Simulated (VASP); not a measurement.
MnS:

```
CELL_PARAMETERS angstrom
0.00000 2.47346 2.47346
2.47346 0.00000 2.47346
2.47346 2.47346 0.00000
ATOMIC_POSITIONS crystal
Mn 0.00000 0.00000 0.00000
S 0.75000 0.75000 0.75000
```

| Item | Value |
| --- | --- |
| Program | VASP 6.6.1 |
| Task | relaxation of cell and atoms |
| Functional | PBEsol |
| Potentials or basis | VASP PAW PBE potentials, release 64 (Mn_pv, S) |
| Cutoff | 600 eV |
| k mesh | 9 × 9 × 9 |
| Occupations | fermi-dirac, width 0.05 eV |
| Spin | collinear spin, ferromagnetic start |
| Starting moments | [4.0, 0.0] μB |
| Hubbard terms | Mn d U = 8.0 eV |

At the start: pressure 64.2 GPa; volume 15.13 Å³/atom.

**Question.** Where does the relaxation end?

**Answer.** Over 19 steps the energy falls by 1189.1 meV/atom and the volume is 23.53 Å³/atom (+55.5 %); space group F-43m (No. 216, to 0.1 Å) before and after; moment 5.00 μB per cell.

Step by step:
| step | energy change (eV) | largest force (eV/Å) | pressure (GPa) | volume (Å³) |
| --- | --- | --- | --- | --- |
| 1 | 0.0000 | 0.0000 | 64.18 | 30.27 |
| 2 | -1.6197 | 0.0000 | -9.91 | 65.34 |
| 3 | -2.3780 | 0.0000 | -0.24 | 47.28 |
| 4 | -2.3779 | 0.0000 | 0.26 | 46.89 |
| 5 | -2.3779 | 0.0000 | 0.27 | 46.89 |
| 6 | -2.3779 | 0.0000 | 0.27 | 46.89 |
| 7 | -2.3779 | 0.0000 | 0.26 | 46.89 |
| 8 | -2.3779 | 0.0000 | 0.27 | 46.89 |
| 9 | -2.3779 | 0.0000 | 0.27 | 46.89 |
| 10 | -2.3779 | 0.0000 | 0.27 | 46.89 |
| 11 | -2.3779 | 0.0000 | 0.27 | 46.89 |
| 12 | -2.3779 | 0.0000 | 0.27 | 46.90 |
| 13 | -2.3779 | 0.0000 | 0.26 | 46.90 |
| 14 | -2.3779 | 0.0000 | 0.26 | 46.90 |
| 15 | -2.3780 | 0.0000 | 0.25 | 46.90 |
| 16 | -2.3780 | 0.0000 | 0.24 | 46.91 |
| 17 | -2.3780 | 0.0000 | 0.20 | 46.94 |
| 18 | -2.3780 | 0.0000 | 0.14 | 46.98 |
| 19 | -2.3781 | 0.0000 | 0.05 | 47.06 |

Final structure:
```xyz
2
Lattice="0.0000 2.8655 2.8655 2.8655 0.0000 2.8655 2.8655 2.8655 0.0000" Properties=species:S:1:pos:R:3 pbc="T T T"
Mn    0.0000    0.0000    0.0000
S     4.2983    4.2983    4.2983
```

Caveat: the electronic state changed during the relaxation; the volume moved by over 15 % at a fixed basis, so the end points are rough; the PAW data sets were made with another functional, which shifts forces and pressure a little; a cell with one magnetic atom can't hold antiferromagnetic order, which such compounds often take.
